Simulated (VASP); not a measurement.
A run of VASP 6.6.1 is set up as follows.

INCAR

```
SYSTEM = Cu16NO
PREC = Accurate
ENCUT = 520
EDIFF = 1E-7
ISMEAR = -1
SIGMA = 0.1
LREAL = Auto
LASPH = .TRUE.
NELM = 60
ALGO = Normal
ISIF = 2
LWAVE = .FALSE.
LCHARG = .FALSE.
GGA = PS
NBANDS = 108
```

The input KPOINTS:

```
regular mesh
0
G
  3 3 1
  0 0 0
```

The input POSCAR:

```
Cu16NO
1.0
    5.1053110000      0.0000000000      0.0000000000
    2.5526550000      4.4213290000      0.0000000000
    0.0000000000      0.0000000000     17.2527030000
Cu N O
16 1 1
Direct
    0.0000000000      0.0000000000      0.0579619321
    0.5000087164      0.0000000000      0.0579619321
   -0.0000094012      0.5000080293      0.0579619321
    0.4999993152      0.5000080293      0.0579619321
    0.1534777044      0.1459063553      0.1747784101
    0.6600096642      0.1299609235      0.1845855690
    0.1855002865      0.6364602137      0.1709065530
    0.7149783663      0.6078036717      0.1742973260
   -0.1682319264      0.3052023498      0.2870738574
    0.2948496570      0.2957707965      0.3038596329
   -0.1342658384      0.8145514618      0.3037726900
    0.3338744678      0.7932004155      0.2847785648
   -0.0362045022      0.0471803840      0.4167926614
    0.4657281204      0.0130503747      0.4151697273
   -0.0039179900      0.5451980615      0.4274576569
    0.5075038736      0.4869576546      0.3913299846
    0.0669893865      0.2394755061      0.4967395544
    0.1154538165      0.2073810838      0.5634015725
```

Potentials or basis: VASP PAW PBE potentials, release 64 (Cu, N, O).

The run is started by

```bash
$ cat potpaw_PBE.64/Cu/POTCAR potpaw_PBE.64/N/POTCAR potpaw_PBE.64/O/POTCAR > POTCAR
$ mpirun -np 1 vasp_std > vasp.out
```

Q: What does it give for the largest force?

A: 3.377 eV/Å.

Forces on the atoms (eV/Å):
```
Cu  -0.202 -0.001  0.005
Cu   0.013 -0.083  0.293
Cu   0.032 -0.168 -0.417
Cu   0.092 -0.212 -0.075
Cu   0.844 -0.729 -0.074
Cu  -0.265 -0.113 -0.627
Cu  -0.154  0.000  0.502
Cu  -0.754  1.381  0.206
Cu   0.219  0.133  0.300
Cu   0.531  0.162 -1.465
Cu  -1.188 -0.151 -0.129
Cu   0.758  0.600 -0.066
Cu   0.140 -0.923 -0.022
Cu   0.395 -0.682  0.337
Cu  -0.211  0.356 -0.555
Cu  -0.411  0.933  1.538
N   -0.100 -0.139 -3.097
O    0.261 -0.364  3.348
```

Caveat: the k points lie up to 0.47 Å⁻¹ apart; the standard files for N, O and F lose accuracy on very short bonds; the PAW data sets were made with another functional, which shifts forces and pressure a little; an odd number of electrons without spin polarisation forces a metal; a magnetic or distorted state may lie lower.
